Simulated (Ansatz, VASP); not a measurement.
This is a calculation of MnO for Ansatz 0.2.0.

input.yaml

```yaml
crystal:
  lattice:
    - [0.0, 2.22200033, 2.22200033]
    - [2.22200033, 0.0, 2.22200033]
    - [2.22200033, 2.22200033, 0.0]
  atoms:
    - { symbol: Mn, position: [0.0, 0.0, 0.0], spin: 5.0 }
    - { symbol: O, position: [0.5, 0.5, 0.5] }
hamiltonian:
  xc: pbe
  pseudopotentials: { kind: paw }
magnetization:
  spin_polarized: true
  initial_magnetization: 5.0
  spin_locking: { lock_magnetization: hard }
kpoints:
  mp_grid: { grid: [9, 9, 9] }
scf:
  occupations: { method: fermi_dirac, width: 0.05 }
  lower_state_search: "off"
output:
  forces: true
  stress: true
  eigenvalues: true
```

Potentials or basis: Ansatz PAW.

Run with:

```sh
$ ansatz run input.yaml --threads 2 --pin off --max-ram 5632MiB --backend cpu --events-out ev --progress --plain --runs-dir out
```

Problem. Translate it to VASP 6.6.1. Potentials there: VASP PAW PBE potentials, release 64 (Mn_pv, O).

Solution. As run (the cutoff follows the program's own potentials):

Contents of INCAR:

```
SYSTEM = MnO
ALGO = Normal ; EDIFF = 1E-6
ENCUT = 520 ; GGA = PE
ISIF = 2 ; ISMEAR = -1
ISPIN = 2 ; LASPH = .True.
LCHARG = .False. ; LMAXMIX = 4
LORBIT = 11 ; LREAL = .False.
LWAVE = .False. ; MAGMOM = 5 0
NBANDS = 20 ; NELM = 150
NUPDOWN = 5.0 ; PREC = Accurate
SIGMA = 0.05
```

File KPOINTS:

```
k-points
0
Gamma
  9 9 9
  0 0 0
```

File POSCAR:

```
MnO
1.0
    0.0000000000      2.2220003300      2.2220003300
    2.2220003300      0.0000000000      2.2220003300
    2.2220003300      2.2220003300      0.0000000000
Mn O
1 1
Direct
    0.0000000000      0.0000000000      0.0000000000
    0.5000000000      0.5000000000      0.5000000000
```

Potentials or basis: VASP PAW PBE potentials, release 64 (Mn_pv, O).

Command:

```bash
$ cat potpaw_PBE.64/Mn_pv/POTCAR potpaw_PBE.64/O/POTCAR > POTCAR
$ mpirun -np 1 vasp_std > vasp.out
```

Both were run:

|  | VASP | Ansatz | Ansatz less VASP |
| --- | --- | --- | --- |
| pressure (GPa) | 5.3 | 5.1 | -0.19 |
| net moment per atom (μB) | 2.50 | 2.50 | 0.000 |
| size of the moment on the site where the two differ most (μB) | 4.48 | 4.18 | -0.300 |

Site moments also hang on the region over which each program counts them. VASP's potentials hold 19 valence electrons a cell and Ansatz's 21, so a difference there can come from the potentials and not from the codes.
